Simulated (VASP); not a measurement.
# Cr (P6/mmm) in VASP: further runs

Runs on Cr. Level: revPBE. Tasks: single point.

All numbers are computed with VASP 6.6.1; they aren't measurements. Logs are shortened: lines on timing, memory, paths and dates and some standing lists are left out, and cuts for length are marked.

**1. The cell of the first run**

Symmetry: P6/mmm, No. 191, hexagonal system. The conventional cell has a = 4.311 Å, b = 4.311 Å, c = 2.330 Å, α = 90.00°, β = 90.00°, γ = 120.00°. Cr (site symmetry 6/mmm) has 14 Cr at 2.33 to 2.75 Å within 3.1 Å. Cr (site symmetry -6m2) has 11 Cr at 2.33 to 2.75 Å within 3.1 Å.

This isn't the form of Cr at room conditions, which is bcc.

**2. Single point, revPBE, collinear spin (12.50 Å³/atom)**

Contents of INCAR:

```
  PREC = Accurate
  ENCUT = 520
  EDIFF = 1E-6
  ISMEAR = -1
  SIGMA = 0.05
  LREAL = F
  LASPH = T
  NELM = 150
  ALGO = Normal
  ISIF = 2
  LWAVE = F
  LCHARG = F
  ISPIN = 2
  MAGMOM = 0 0.063 0.063
  LORBIT = 11
  LMAXMIX = 4
  GGA = RE
  NBANDS = 29
```

Contents of KPOINTS:

```
regular mesh
0
Gamma
  10 10 15
```

Contents of POSCAR:

```
Cr
1.0
    4.3106227601      0.0000000000      0.0000000000
   -2.1553113800      3.7331088164      0.0000000000
    0.0000000000      0.0000000000      2.3303547723
Cr
3
Direct
    0.0000000000      1.0000000000      0.0000000000
    0.3333333333      0.6666666667      0.5000000000
    0.6666666667      0.3333333333      0.5000000000
```

Potentials or basis: VASP PAW PBE potentials, release 64 (Cr_pv).

Run with:

```bash
> cat potpaw_PBE.64/Cr_pv/POTCAR > POTCAR
> mpirun -np 1 vasp_std > vasp.out
```

OUTCAR:

```text
PREC = Accurate
   ENCUT = 520
   EDIFF = 1E-6
   ISMEAR = -1
   LREAL = F
   LASPH = T
   NELM = 150
   ISIF = 2
   ISPIN = 2
   LORBIT = 11
   GGA = RE

 ion  position               nearest neighbor table
   1  0.000  0.000  0.000-   2 2.75   3 2.75   2 2.75   3 2.75   2 2.75   2 2.75   3 2.75   3 2.75
                             3 2.75   3 2.75   2 2.75   2 2.75
   2  0.333  0.667  0.500-   3 2.49   3 2.49   3 2.49   1 2.75   1 2.75   1 2.75   1 2.75   1 2.75
                             1 2.75
   3  0.667  0.333  0.500-   2 2.49   2 2.49   2 2.49   1 2.75   1 2.75   1 2.75   1 2.75   1 2.75
                             1 2.75

  LATTYP: Found a hexagonal cell.
 ALAT       =     4.3106227601
 C/A-ratio  =     0.5406074486

  Lattice vectors:

 A1 = (   4.3106227601,   0.0000000000,   0.0000000000)
 A2 = (  -2.1553113800,   3.7331088164,   0.0000000000)
 A3 = (   0.0000000000,   0.0000000000,   2.3303547723)

Analysis of symmetry for initial positions (statically):
=====================================================================
 Subroutine PRICEL returns:
 Original cell was already a primitive cell.

 Routine SETGRP: Setting up the symmetry group for a
 hexagonal supercell.

 Subroutine GETGRP returns: Found 24 space group operations
 (whereof 24 operations were pure point group operations)
 out of a pool of 24 trial point group operations.

The static configuration has the point symmetry D_6h.

Analysis of symmetry for dynamics (positions and initial velocities):
=====================================================================
 Subroutine PRICEL returns:
 Original cell was already a primitive cell.

 Routine SETGRP: Setting up the symmetry group for a
 hexagonal supercell.

 Subroutine GETGRP returns: Found 24 space group operations
 (whereof 24 operations were pure point group operations)
 out of a pool of 24 trial point group operations.

The dynamic configuration has the point symmetry D_6h.

Analysis of structural, dynamic, and magnetic symmetry:
=====================================================================
 Subroutine PRICEL returns:
 Original cell was already a primitive cell.

 Routine SETGRP: Setting up the symmetry group for a
 hexagonal supercell.

 Subroutine GETGRP returns: Found 24 space group operations
 (whereof 24 operations were pure point group operations)
 out of a pool of 24 trial point group operations.

The overall configuration has the point symmetry D_6h.

 Subroutine INISYM returns: Found 24 space group operations
 (whereof 24 operations are pure point group operations),
 and found     1 'primitive' translations

----------------------------------------------------------------------------------------

                                     Primitive cell

  volume of cell :      37.5001

  direct lattice vectors                    reciprocal lattice vectors
     4.310622760  0.000000000  0.000000000     0.231985042  0.133936626  0.000000000
    -2.155311380  3.733108816  0.000000000     0.000000000  0.267873252  0.000000000
     0.000000000  0.000000000  2.330354772     0.000000000  0.000000000  0.429119210

  length of vectors
     4.310622760  4.310622760  2.330354772     0.267873252  0.267873252  0.429119210

  position of ions in fractional coordinates (direct lattice)
     0.000000000  0.000000000  0.000000000
     0.333333333  0.666666667  0.500000000
     0.666666667  0.333333333  0.500000000

  ion indices of the primitive-cell ions
   primitive index   ion index
                 1           1
                 2           2
                 3           3

----------------------------------------------------------------------------------------

 KPOINTS: regular mesh

Automatic generation of k-mesh.
 Grid dimensions read from file:
 generate k-points for:   10   10   15

 Generating k-lattice:

  Cartesian coordinates                     Fractional coordinates (reciprocal lattice)
     0.023198504  0.013393663  0.000000000     0.100000000  0.000000000  0.000000000
     0.000000000  0.026787325  0.000000000     0.000000000  0.100000000  0.000000000
     0.000000000  0.000000000  0.028607947     0.000000000  0.000000000  0.066666667

  Length of vectors
     0.026787325  0.026787325  0.028607947

  Shift w.r.t. Gamma in fractional coordinates (k-lattice)
     0.000000000  0.000000000  0.000000000

 Subroutine IBZKPT returns following result:
 ===========================================

 Found    112 irreducible k-points:

 Following reciprocal coordinates:
            Coordinates               Weight
  0.000000  0.000000  0.000000      1.000000
  0.100000 -0.000000  0.000000      6.000000
  0.200000 -0.000000  0.000000      6.000000
  0.300000  0.000000  0.000000      6.000000
  0.400000 -0.000000  0.000000      6.000000
  0.500000 -0.000000  0.000000      3.000000
[... 16 lines left out ...]
  0.300000  0.100000  0.066667     24.000000
  0.400000  0.100000  0.066667     24.000000
 [... further k-points ...]
   k-points           NKPTS =    112   k-points in BZ     NKDIM =    112   number of bands    NBANDS=     29
   number of dos      NEDOS =    301   number of ions     NIONS =      3
   total plane-waves  NPLWV =  18432
   dimension x,y,z NGX =    32 NGY =   32 NGZ =   18
   dimension x,y,z NGXF=    64 NGYF=   64 NGZF=   36
   ions per type =               3
   NGX,Y,Z   is equivalent  to a cutoff of  12.34, 12.34, 12.84 a.u.
   NGXF,Y,Z  is equivalent  to a cutoff of  24.68, 24.68, 25.68 a.u.
 SYSTEM =  unknown system
   PREC   = accura    normal or accurate (medium, high low for compatibility)
   ISTART =      0    job   : 0-new  1-cont  2-samecut
   ICHARG =      2    charge: 1-file 2-atom 10-const
   ISPIN  =      2    spin polarized calculation?
   LNONCOLLINEAR =      F non collinear calculations
   LSORBIT =      F    spin-orbit coupling
   LASPH  =      T    aspherical Exc in radial PAW
   ENCUT  =  520.0 eV  38.22 Ry    6.18 a.u.   8.01  8.01  4.33*2*pi/ulx,y,z
   NELM   =    150;   NELMIN=  2; NELMDL= -5     # of ELM steps
   EDIFF  = 0.1E-05   stopping-criterion for ELM
   LREAL  =      F    real-space projection
   EDIFFG = 0.1E-04   stopping-criterion for IOM
   NSW    =      0    number of steps for IOM
   IBRION =     -1    ionic relax: 0-MD 1-quasi-New 2-CG
   NFREE  =      0    steps in history (QN), initial steepest desc. (CG)
   ISIF   =      2    stress and relaxation
   ISYM   =      2    0-nonsym 1-usesym 2-fastsym
   POTIM  = 0.5000    time-step for ionic-motion
   TEBEG  =    0.0;   TEEND  =   0.0 temperature during run
   PSTRESS=    0.0 pullay stress
   NELECT =      36.0000    total number of electrons
   NUPDOWN=      -1.0000    fix difference up-down
   EMIN   =  10.00;   EMAX   =-10.00  energy-range for DOS
   EFERMI =   0.00;   METHOD = LEGACY
   ISMEAR =    -1;   SIGMA  =   0.05  broadening in eV -4-tet -1-fermi 0-gaus
   EFERMI_NEDOS =   21; number of points for ismear=-14 and -15
   IALGO  =     38    algorithm
   IMIX   =      4    mixing-type and parameters
     AMIX     =   0.40;   BMIX     =  1.00
     AMIX_MAG =   1.60;   BMIX_MAG =  1.00
  volume/ion in A,a.u.               =      12.50        84.35
  Fermi-wavevector in a.u.,A,eV,Ry     =   1.614971  3.051853 35.485786  2.608132
  Thomas-Fermi vector in A             =   2.709794
   LORBIT       =     11    0 simple, 1 ext, 2 COOP (PROOUT), +10 PAW based schemes
   GGA     = RE    functional components
   LHFCALC =     F    Hartree Fock is set to
   AEXX    =    0.0000 exact exchange contribution
   IVDW    =     0    specifies the selected vdW correction
   LEPSILON=     F    determine dielectric tensor
   LRPA    =     F    only Hartree local field effects (RPA)
 spin polarized calculation
  energy-cutoff  :      520.00
  volume of cell :       37.50
 maximum number of plane-waves:      1034
   NGX = 17   NGY = 17   NGZ =  9

 number of electron      35.9999999 magnetization       0.0394618

 number of electron      35.9999999 magnetization      -0.0074695

 Free energy of the ion-electron system (eV)
  ---------------------------------------------------
  ext. energy  EPLUGINS =         0.00000000
  ---------------------------------------------------
  free energy    TOTEN  =       -26.26021134 eV

  energy without entropy =      -26.21067863  energy(sigma->0) =      -26.23544498

 E-fermi :   9.9034     XC(G=0): -13.1044

 val. band max:        9.9029798146   @ k =   0.4000   0.1000   0.4667
 cond. band min:       9.9051592875   @ k =   0.2000  -0.0000   0.3333
 fundamental gap:      0.0021794729
 Fermi energy:         9.9033771092

 spin component 1

 k-point     1 :       0.0000    0.0000    0.0000
  band No.  band energies     occupation
      1     -33.2538      1.00000
      2     -33.2538      1.00000
      3     -33.2515      1.00000
      4     -33.2515      1.00000
      5     -32.7921      1.00000
      6     -32.7921      1.00000
[... 21 lines left out ...]
     28      17.1515      0.00000
     29      17.1515      0.00000
[... 705 lines left out ...]
 k-point    24 :       0.4000    0.1000    0.0667
  band No.  band energies     occupation
      1     -33.4111      1.00000
      2     -33.2405      1.00000
      3     -33.1547      1.00000
      4     -33.0126      1.00000
      5     -32.9323      1.00000
      6     -32.8206      1.00000
[... 21 lines left out ...]
     28      17.2273      0.00000
     29      17.3615      0.00000

 [... further k-points ...]

 spin component 2

 k-point     1 :       0.0000    0.0000    0.0000
  band No.  band energies     occupation
      1     -33.2575      1.00000
      2     -33.2575      1.00000
      3     -33.2514      1.00000
      4     -33.2514      1.00000
      5     -32.7966      1.00000
      6     -32.7966      1.00000
[... 21 lines left out ...]
     28      17.1489      0.00000
     29      17.1489      0.00000
[... 705 lines left out ...]
 k-point    24 :       0.4000    0.1000    0.0667
  band No.  band energies     occupation
      1     -33.4134      1.00000
      2     -33.2404      1.00000
      3     -33.1571      1.00000
      4     -33.0133      1.00000
      5     -32.9371      1.00000
      6     -32.8266      1.00000
[... 21 lines left out ...]
     28      17.1728      0.00000
     29      17.3434      0.00000

 [... further k-points ...]
[... 5 lines left out ...]
  --------------------------------------------------------------------------------------
  -------------------------------------------------------------------------------------
  Total       -1.9623920     -1.9623920     -1.9129222     -0.0000000     -0.0000000     -0.0000000
  in kB      -83.8423884    -83.8423884    -81.7288127     -0.0000000     -0.0000000     -0.0000000
  external PRESSURE =     -83.1378632 kB  Pullay stress =       0.0000000 kB

 VOLUME and BASIS-vectors are now :
 -----------------------------------------------------------------------------
  energy-cutoff  :      520.00
  volume of cell :       37.50
      direct lattice vectors                 reciprocal lattice vectors
     4.310622760  0.000000000  0.000000000     0.231985042  0.133936626  0.000000000
    -2.155311380  3.733108816  0.000000000     0.000000000  0.267873252  0.000000000
     0.000000000  0.000000000  2.330354772     0.000000000  0.000000000  0.429119210

 POSITION                                       TOTAL-FORCE (eV/Angst)
 -----------------------------------------------------------------------------------
      0.00000      0.00000      0.00000        -0.000000      0.000000      0.000000
     -0.00000      2.48874      1.16518        -0.000000      0.000000      0.000000
      2.15531      1.24437      1.16518         0.000000      0.000000      0.000000
 -----------------------------------------------------------------------------------
    total drift:                               -0.000000      0.000000      0.000000

  FREE ENERGIE OF THE ION-ELECTRON SYSTEM (eV)
  ---------------------------------------------------
  free  energy   TOTEN  =       -26.2602113402 eV

  energy  without entropy=      -26.2106786277  energy(sigma->0) =      -26.23544498

 total charge

# of ion       s       p       d       tot
------------------------------------------
    1        0.416   6.351   4.138  10.905
    2        0.428   6.334   4.208  10.971
    3        0.428   6.334   4.208  10.971
--------------------------------------------------
tot          1.273  19.019  12.554  32.847

 magnetization (x)

# of ion       s       p       d       tot
------------------------------------------
    1        0.000   0.000   0.003   0.003
    2       -0.000  -0.000  -0.005  -0.006
    3       -0.000  -0.000  -0.005  -0.006
--------------------------------------------------
tot         -0.000  -0.000  -0.008  -0.008
```

It took 3.4 min on 1 thread of AMD EPYC 9R45 (Zen 5), shared host; peak memory 0.25 GiB.

Results:

- Free energy: -26.2602 eV
- Pressure: -8.3 GPa
- Band gap on the k mesh: zero (filled and empty bands overlap)
- Net moment: -0.01 μB per cell
- Valence electrons inside the program's atomic spheres: Cr 10.90, 10.97 (each value once)

Stress tensor (GPa, compression positive):
```
-8.38  0.00  0.00
 0.00 -8.38  0.00
 0.00  0.00 -8.17
```

Levels at points of the mesh, in eV from the Fermi level:
Spin up:
| k point | band 15 | band 16 | band 17 | band 18 | band 19 | band 20 | band 21 | band 22 |
| --- | --- | --- | --- | --- | --- | --- | --- | --- |
| (0.00, 0.00, 0.00) | -1.94 | -1.94 | -1.69 | -0.28 | -0.28 | 1.25 | 1.25 | 1.30 |
| (0.50, 0.00, 0.00) | -1.81 | -1.66 | -1.48 | 0.33 | 0.73 | 1.24 | 1.37 | 1.43 |
Spin down:
```
           k point  band 15  band 16  band 17  band 18  band 19  band 20  band 21  band 22
(0.00, 0.00, 0.00)    -1.94    -1.94    -1.69    -0.28    -0.28     1.25     1.25     1.29
(0.50, 0.00, 0.00)    -1.81    -1.66    -1.48     0.32     0.73     1.24     1.37     1.42
```

Caveat: the cell stands under tension; the PAW data sets were made with another functional, which shifts forces and pressure a little.

**3. Single point, revPBE, collinear spin (12.98 Å³/atom)**

This run uses another cell than the first one, of 12.98 Å³/atom.

Contents of INCAR:

```
ALGO     = Normal         # electronic algorithm
EDIFF    = 1E-6           # SCF threshold, eV
ENCUT    = 520            # plane-wave cutoff, eV
GGA      = RE             # functional
ISIF     = 2              # what is computed and relaxed
ISMEAR   = -1             # smearing method
ISPIN    = 2              # spin polarisation
LASPH    = T              # aspherical terms in the spheres
LCHARG   = T              # write CHGCAR
LELF     = T              # ELF
LMAXMIX  = 4              # l up to which the mixer works
LORBIT   = 11             # projections on sites
LREAL    = F              # projectors in reciprocal space
LVHAR    = T            
LWAVE    = F              # write WAVECAR
MAGMOM   = 0 0.063 0.063  # initial moments
NBANDS   = 29             # bands
NELM     = 150            # most SCF steps
PREC     = Accurate       # precision mode
SIGMA    = 0.05           # smearing width, eV
```

Contents of KPOINTS:

```
k-points
0
Gamma
  10 10 15
```

Contents of POSCAR:

```
Cr
1.0
    4.3651933983      0.0000000000      0.0000000000
   -2.1825966991      3.7803683753      0.0000000000
    0.0000000000      0.0000000000      2.3598560658
Cr
3
Direct
    0.0000000000      1.0000000000      0.0000000000
    0.3333333333      0.6666666667      0.5000000000
    0.6666666667      0.3333333333      0.5000000000
```

Potentials or basis: VASP PAW PBE potentials, release 64 (Cr_pv).

Run with:

```bash
> cat potpaw_PBE.64/Cr_pv/POTCAR > POTCAR
> mpirun -np 1 vasp_std > vasp.out
```

It took 2.9 min on 1 thread of AMD EPYC 9R45 (Zen 5), shared host; peak memory 0.25 GiB.

Results (log left out):

```yaml
Free_energy: -26.1554 eV
Pressure: -14.9 GPa
Band_gap_on_the_k_mesh: zero (filled and empty bands overlap)
Net_moment: 0.00 μB per cell
Valence_electrons_inside_the_program's_atomic_spheres: Cr 10.84, 10.90 (each value once)
```

Stress tensor (GPa, compression positive):
```
-14.73   0.00   0.00
  0.00 -14.73   0.00
  0.00   0.00 -15.27
```

Levels at points of the mesh, in eV from the Fermi level:
Spin up:
| k point | band 15 | band 16 | band 17 | band 18 | band 19 | band 20 | band 21 | band 22 |
| --- | --- | --- | --- | --- | --- | --- | --- | --- |
| (0.00, 0.00, 0.00) | -1.86 | -1.86 | -1.61 | -0.26 | -0.26 | 1.19 | 1.19 | 1.24 |
| (0.50, 0.00, 0.00) | -1.71 | -1.59 | -1.40 | 0.28 | 0.70 | 1.17 | 1.30 | 1.36 |
Spin down:
```tsv
k point	band 14	band 15	band 16	band 17	band 18	band 19	band 20	band 21	band 22	band 23
(0.00, 0.00, 0.00)	-1.93	-1.86	-1.86	-1.61	-0.26	-0.26	1.19	1.19	1.24	1.24
(0.50, 0.00, 0.00)	-2.14	-1.71	-1.59	-1.39	0.28	0.70	1.18	1.31	1.36	1.56
```

Caveat: the cell stands under tension; the PAW data sets were made with another functional, which shifts forces and pressure a little.

**4. Single point, revPBE, collinear spin (13.46 Å³/atom)**

This run uses another cell than the first one, of 13.46 Å³/atom.

Contents of INCAR:

```
PREC     = Accurate       # precision mode
ENCUT    = 520            # plane-wave cutoff, eV
EDIFF    = 1E-6           # SCF threshold, eV
ISMEAR   = -1             # smearing method
SIGMA    = 0.05           # smearing width, eV
LREAL    = F              # projectors in reciprocal space
LASPH    = T              # aspherical terms in the spheres
NELM     = 150            # most SCF steps
ALGO     = Normal         # electronic algorithm
ISIF     = 2              # what is computed and relaxed
LWAVE    = F              # write WAVECAR
LCHARG   = F              # write CHGCAR
ISPIN    = 2              # spin polarisation
MAGMOM   = 0 0.063 0.063  # initial moments
LORBIT   = 11             # projections on sites
LMAXMIX  = 4              # l up to which the mixer works
GGA      = RE             # functional
NBANDS   = 29             # bands
```

Contents of KPOINTS:

```
Automatic mesh
0
Gamma
  10 10 15
```

Contents of POSCAR:

```
Cr
1.0
    4.4184327111      0.0000000000      0.0000000000
   -2.2092163556      3.8264749727      0.0000000000
    0.0000000000      0.0000000000      2.3886376349
Cr
3
Direct
    0.0000000000      1.0000000000      0.0000000000
    0.3333333333      0.6666666667      0.5000000000
    0.6666666667      0.3333333333      0.5000000000
```

Run with:

```bash
> cat potpaw_PBE.64/Cr_pv/POTCAR > POTCAR
> mpirun -np 1 vasp_std > vasp.out
```

Wall time 10 min (1 thread of Oxide Virtual Turin-like, shared host); peak memory 0.26 GiB.

Results (log left out):

| Property | Result |
| --- | --- |
| Free energy | -25.9970 eV |
| Pressure | -20.2 GPa |
| Band gap on the k mesh | zero (filled and empty bands overlap) |
| Net moment | 0.00 μB per cell |
| Valence electrons inside the program's atomic spheres | Cr 10.77, 10.84 (each value once) |

Stress tensor (GPa, compression positive):
```
-19.88   0.00   0.00
  0.00 -19.88   0.00
  0.00   0.00 -20.98
```

Levels at points of the mesh, in eV from the Fermi level:
Spin up:
```tsv
k point	band 15	band 16	band 17	band 18	band 19	band 20	band 21	band 22
(0.00, 0.00, 0.00)	-1.78	-1.78	-1.54	-0.24	-0.24	1.13	1.13	1.18
(0.50, 0.00, 0.00)	-1.62	-1.52	-1.32	0.25	0.68	1.11	1.24	1.30
```
Spin down:
```csv
k point,band 16,band 17,band 18,band 19,band 20,band 21
"(0.00, 0.00, 0.00)",-1.78,-1.54,-0.24,-0.24,1.14,1.14
"(0.50, 0.00, 0.00)",-1.52,-1.31,0.25,0.68,1.12,1.25
```

Caveat: the cell stands under tension; the PAW data sets were made with another functional, which shifts forces and pressure a little.

(Part 1 of 2 ends here.)
